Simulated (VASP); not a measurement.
Write the native input for VASP 6.6.1 that does the following.

```
Task                   : single point
Functional             : PBE
Potentials or basis    : VASP PAW PBE potentials, release 64 (K_sv, Br)
Cutoff                 : 500 eV
k mesh                 : 7 × 7 × 7
Occupations            : fermi-dirac, width 0.1 eV
Spin                   : no spin polarisation
Dipole correction      : no
Further INCAR settings : ALGO = Normal; EDIFF = 1e-06; NBANDS = 15
```

The structure of KBr lies in POSCAR:

```
KBr
1.0
    0.0000000000      3.3276520000      3.3276520000
    3.3276520000      0.0000000000      3.3276520000
    3.3276520000      3.3276520000      0.0000000000
K Br
1 1
Direct
    0.0000000000      0.0000000000      0.0000000000
    0.5000000000      0.5000000000      0.5000000000
```

These files were run (other wordings do the same):

INCAR

```
PREC     = Accurate       # precision mode
ENCUT    = 500            # plane-wave cutoff, eV
EDIFF    = 1E-6           # SCF threshold, eV
ISMEAR   = -1             # smearing method
SIGMA    = 0.1            # smearing width, eV
LREAL    = F              # projectors in reciprocal space
LASPH    = T              # aspherical terms in the spheres
NELM     = 120            # most SCF steps
ALGO     = Normal         # electronic algorithm
ISIF     = 2              # what is computed and relaxed
LWAVE    = F              # write WAVECAR
LCHARG   = T              # write CHGCAR
GGA      = PE             # functional
LELF     = T              # ELF
LVHAR    = T            
NBANDS   = 15             # bands
GGA_COMPAT= F
```

KPOINTS

```
regular mesh
0
Gamma
  7 7 7
```

Potentials or basis: VASP PAW PBE potentials, release 64 (K_sv, Br).

Run with:

```bash
$ cat potpaw_PBE.64/K_sv/POTCAR potpaw_PBE.64/Br/POTCAR > POTCAR
$ mpirun -np 1 vasp_std > vasp.out
```

It gave:

```
Pressure               : 0.4 GPa
Band gap on the k mesh : 4.37 eV, direct
```

It took 51 s on 1 thread of Intel Xeon 8259CL, with other jobs on the host, peak memory 0.21 GiB.
